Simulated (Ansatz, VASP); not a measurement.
# Si2W: VASP beside Ansatz

INCAR

```
  PREC = Accurate
  ENCUT = 520
  EDIFF = 1E-6
  ISMEAR = 0
  SIGMA = 0.03
  LREAL = False
  LASPH = True
  NELM = 60
  ALGO = Normal
  ISIF = 2
  LWAVE = False
  LCHARG = True
  GGA = PE
  LELF = True
  LVHAR = True
  NBANDS = 43
```

The input KPOINTS:

```
Automatic mesh
0
Gamma
  9 9 6
```

POSCAR

```
Si2W
1.0
    4.5199185558      0.0000000000      0.0000000000
   -2.2599592779      3.9143642923      0.0000000000
    0.0000000000      0.0000000000      6.9276791704
Si W
6 3
Direct
    0.8175753463      0.6351506926      0.5000000000
    0.1824246537      0.8175753463      0.8333333333
    0.6351506926      0.8175753463      0.1666666667
    0.1824246537      0.3648493074      0.5000000000
    0.8175753463      0.1824246537      0.8333333333
    0.3648493074      0.1824246537      0.1666666667
    0.0000000000      0.5000000000      0.1666666667
    0.5000000000      0.5000000000      0.8333333333
    0.5000000000      0.0000000000      0.5000000000
```

Input for Ansatz:

```yaml
crystal:
  lattice:
    - [4.5199185558, 0.0, 0.0]
    - [-2.2599592779, 3.9143642923, 0.0]
    - [0.0, 0.0, 6.9276791704]
  atoms:
    - { symbol: Si, position: [0.8175753463, 0.6351506926, 0.5] }
    - { symbol: Si, position: [0.1824246537, 0.8175753463, 0.8333333333] }
    - { symbol: Si, position: [0.6351506926, 0.8175753463, 0.1666666667] }
    - { symbol: Si, position: [0.1824246537, 0.3648493074, 0.5] }
    - { symbol: Si, position: [0.8175753463, 0.1824246537, 0.8333333333] }
    - { symbol: Si, position: [0.3648493074, 0.1824246537, 0.1666666667] }
    - { symbol: W, position: [0.0, 0.5, 0.1666666667] }
    - { symbol: W, position: [0.5, 0.5, 0.8333333333] }
    - { symbol: W, position: [0.5, 0.0, 0.5] }
basis:
  ecutwfc: 420
kpoints:
  mp_grid: { grid: [9, 9, 6] }
hamiltonian:
  xc: pbe
  pseudopotentials: { kind: paw, azcp: { folder: soft_1 } }
scf:
  occupations: { method: gaussian, width: 0.03 }
output:
  forces: true
  stress: true
  eigenvalues: true
  write_density: true
  write_potential: true
  elf: true
  volumetric_format: npy
```

Alike in both runs: task single point; functional PBE; k mesh 9 × 9 × 6; occupations gaussian, width 0.03 eV; no spin polarisation.

```csv
,VASP,Ansatz
version,VASP 6.6.1,Ansatz 0.2.0
potentials or method,"VASP PAW PBE potentials, release 64 (Si, W_sv), cutoff 520 eV","scalar-relativistic, plane waves, PAW"
valence electrons in the cell,66,66
```

|  | VASP | Ansatz | Ansatz less VASP |
| --- | --- | --- | --- |
| gap on the k mesh at the Fermi level (eV) | 0.34 | 0.35 | +0.001 |
| least direct gap on the mesh (eV) | 0.77 | 0.77 | +0.001 |
| pressure (GPa) | 4.1 | 4.1 | -0.03 |
| traceless stress, the component that is largest in VASP (GPa) | -10.65 | -10.68 | -0.026 |
| rms of the force components (eV/Å) | 1.135 | 1.135 | -0.0002 |

Atom by atom the forces differ by 0.000 eV/Å (rms over components). The functional is the same, so the differences come from potentials, cutoffs and numerics.

Spin-orbit coupling is off throughout.
